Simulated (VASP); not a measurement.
# Hg (Fd-3m) in VASP: notebook, part 2 of 2

VASP 6.6.1.

### 4 Single point, LDA (29.39 Å³/atom)

This run uses another cell than the first one, of 29.39 Å³/atom.

INCAR

```
SYSTEM = Hg
PREC = Accurate ; ENCUT = 520
EDIFF = 1E-6 ; ISMEAR = -1
SIGMA = 0.1 ; LREAL = .False.
LASPH = .True. ; NELM = 80
ALGO = Normal ; ISIF = 2
LWAVE = .False. ; LCHARG = .False.
GGA = CA ; NBANDS = 19
```

KPOINTS

```
regular mesh
0
Gamma
  12 12 12
  0 0 0
```

POSCAR

```
Hg
1.0
    0.0000000000      3.0861637414      3.0861637414
    3.0861637414      0.0000000000      3.0861637414
    3.0861637414      3.0861637414      0.0000000000
Hg
2
Direct
   -0.1250000000     -0.1250000000     -0.1250000000
    0.1250000000      0.1250000000      0.1250000000
```

Launch:

```sh
cat potpaw_LDA.64/Hg/POTCAR > POTCAR
mpirun -np 1 vasp_std > vasp.out
```

Run time: 18 s. Hardware: 1 thread of Intel Xeon 6975P-C (Granite Rapids), shared host; peak memory 0.19 GiB.

It converged, with:

```
Free energy            : -1.2475 eV
Pressure               : 6.1 GPa
Band gap on the k mesh : zero (bands 12 and 13 overlap by 5.49 eV)
```

Levels at points of the mesh, in eV from the Fermi level:
| k point | band 9 | band 10 | band 11 | band 12 | band 13 | band 14 | band 15 | band 16 |
| --- | --- | --- | --- | --- | --- | --- | --- | --- |
| (0.00, 0.00, 0.00) | -6.71 | -6.09 | -6.09 | 4.96 | 6.09 | 6.09 | 6.09 | 7.32 |
| (0.50, 0.00, 0.00) | -6.12 | -6.12 | -4.63 | -3.50 | 3.63 | 3.63 | 5.04 | 7.58 |
| (0.50, 0.50, 0.00) | -5.99 | -5.99 | -3.53 | -3.53 | 1.03 | 1.03 | 4.86 | 4.86 |

Caveat: the cell stands under pressure; spin-orbit coupling is left out, which moves the levels of the heavy elements.

### 5 Single point, LDA (33.40 Å³/atom)

This run uses another cell than the first one, of 33.40 Å³/atom.

INCAR

```
SYSTEM = Hg
PREC = Accurate
ENCUT = 520
EDIFF = 1E-6
ISMEAR = -1
SIGMA = 0.1
LREAL = .FALSE.
LASPH = .TRUE.
NELM = 100
ALGO = Normal
ISIF = 2
LWAVE = .FALSE.
LCHARG = .FALSE.
NBANDS = 19
```

KPOINTS

```
Automatic mesh
0
G
  12 12 12
  0 0 0
```

POSCAR

```
Hg
1.0
    0.0000000000      3.2205106560      3.2205106560
    3.2205106560      0.0000000000      3.2205106560
    3.2205106560      3.2205106560      0.0000000000
Hg
2
Direct
   -0.1250000000     -0.1250000000     -0.1250000000
    0.1250000000      0.1250000000      0.1250000000
```

Potentials or basis: VASP PAW LDA potentials, release 64 (Hg).

Launch:

```sh
cat potpaw_LDA.64/Hg/POTCAR > POTCAR
mpirun -np 1 vasp_std > vasp.out
```

OUTCAR:

```text
SYSTEM = Hg
   PREC = Accurate
   ENCUT = 520
   EDIFF = 1E-6
   ISMEAR = -1
   LREAL = .FALSE.
   LASPH = .TRUE.
   NELM = 100
   ISIF = 2

 ion  position               nearest neighbor table
   1  0.875  0.875  0.875-   2 2.79   2 2.79   2 2.79   2 2.79
   2  0.125  0.125  0.125-   1 2.79   1 2.79   1 2.79   1 2.79

  LATTYP: Found a face centered cubic cell.
 ALAT       =     6.4410213120

  Lattice vectors:

 A1 = (   0.0000000000,   3.2205106560,   3.2205106560)
 A2 = (   3.2205106560,   0.0000000000,   3.2205106560)
 A3 = (   3.2205106560,   3.2205106560,   0.0000000000)

Analysis of symmetry for initial positions (statically):
=====================================================================
 Subroutine PRICEL returns:
 Original cell was already a primitive cell.

 Routine SETGRP: Setting up the symmetry group for a
 face centered cubic supercell.

 Subroutine GETGRP returns: Found 48 space group operations
 (whereof 12 operations were pure point group operations)
 out of a pool of 48 trial point group operations.

The static configuration has the point symmetry D_3d.
[... 159 lines left out ...]
  free energy    TOTEN  =        -1.39395300 eV

  energy without entropy =       -1.35988588  energy(sigma->0) =       -1.37691944

 E-fermi :   0.7626     XC(G=0):  -9.1417

 val. band max:        0.7286234227   @ k =  -0.3333   0.4167   0.1667
 cond. band min:       0.8071129384   @ k =  -0.3333   0.3333   0.1667
 fundamental gap:      0.0784895157
 Fermi energy:         0.7626446369

 k-point     1 :       0.0000    0.0000    0.0000
  band No.  band energies     occupation
      1      -7.2791      2.00000
      2      -7.1257      2.00000
      3      -7.1257      2.00000
      4      -7.1257      2.00000
      5      -7.0450      2.00000
      6      -7.0450      2.00000
[... 505 lines left out ...]
      6      -6.6649      2.00000
[... 11 lines left out ...]
     18      10.6772      0.00000
     19      11.6677      0.00000

 [... further k-points ...]

------------------------ aborting loop because EDIFF is reached ----------------------------------------

  FORCE on cell =-STRESS in cart. coord.  units (eV):
  Direction    XX          YY          ZZ          XY          YZ          ZX
  --------------------------------------------------------------------------------------
  -------------------------------------------------------------------------------------
  Total        0.1845901      0.1845901      0.1845901      0.0000000      0.0000000      0.0000000
  in kB        4.4270535      4.4270535      4.4270535      0.0000000      0.0000000      0.0000000
  external PRESSURE =       4.4270535 kB  Pullay stress =       0.0000000 kB

 VOLUME and BASIS-vectors are now :
 -----------------------------------------------------------------------------
  energy-cutoff  :      520.00
  volume of cell :       66.80
      direct lattice vectors                 reciprocal lattice vectors
     0.000000000  3.220510656  3.220510656    -0.155254881  0.155254881  0.155254881
     3.220510656  0.000000000  3.220510656     0.155254881 -0.155254881  0.155254881
     3.220510656  3.220510656  0.000000000     0.155254881  0.155254881 -0.155254881

 POSITION                                       TOTAL-FORCE (eV/Angst)
 -----------------------------------------------------------------------------------
      5.63589      5.63589      5.63589         0.000000      0.000000      0.000000
      0.80513      0.80513      0.80513        -0.000000     -0.000000     -0.000000
 -----------------------------------------------------------------------------------
    total drift:                                0.000000      0.000000      0.000000

  FREE ENERGIE OF THE ION-ELECTRON SYSTEM (eV)
  ---------------------------------------------------
  free  energy   TOTEN  =        -1.3939529953 eV

  energy  without entropy=       -1.3598858839  energy(sigma->0) =       -1.37691944
```

stdout:

```text
POSCAR found type information on POSCAR Hg
 POSCAR found :  1 types and       2 ions
 scaLAPACK will be used
 LDA part: xc-table for (Slater(with rela. corr.)+CA(PZ))
 , standard interpolation
 POSCAR, INCAR and KPOINTS ok, starting setup
 FFT: planning ... GRIDC
 FFT: planning ... GRID_SOFT
 FFT: planning ... GRID
 WAVECAR not read
 entering main loop
```

Wall time 28 s (1 thread of Intel Xeon 6975P-C (Granite Rapids), shared host); peak memory 0.21 GiB.

Results:

```
Free energy            : -1.3940 eV
Pressure               : 0.4 GPa
Band gap on the k mesh : zero (bands 12 and 13 overlap by 4.12 eV)
```

Caveat: spin-orbit coupling is left out, which moves the levels of the heavy elements.

### 6 Overview

| cell | gap on the mesh (eV) | pressure (GPa) |
| --- | --- | --- |
| a = 4.192 Å, angles 60.0°, 2 atoms | none | 16.9 |
| a = 4.364 Å, angles 60.0°, 2 atoms | none | 6.1 |
| a = 4.554 Å, angles 60.0°, 2 atoms | none | 0.4 |

Alike in all rows: task single point; level LDA; potentials or basis VASP PAW LDA potentials, release 64 (Hg); no spin polarisation; k mesh 12 × 12 × 12; cutoff (eV) 520; smearing fermi-dirac 0.1 eV.

Caveats: spin-orbit coupling is left out, which moves the levels of the heavy elements; the cell stands under pressure (at least some runs).

Absolute energies hang on the potentials; compare differences alone.

The gap in the log of VASP goes by the Fermi energy; the results here count the filled bands.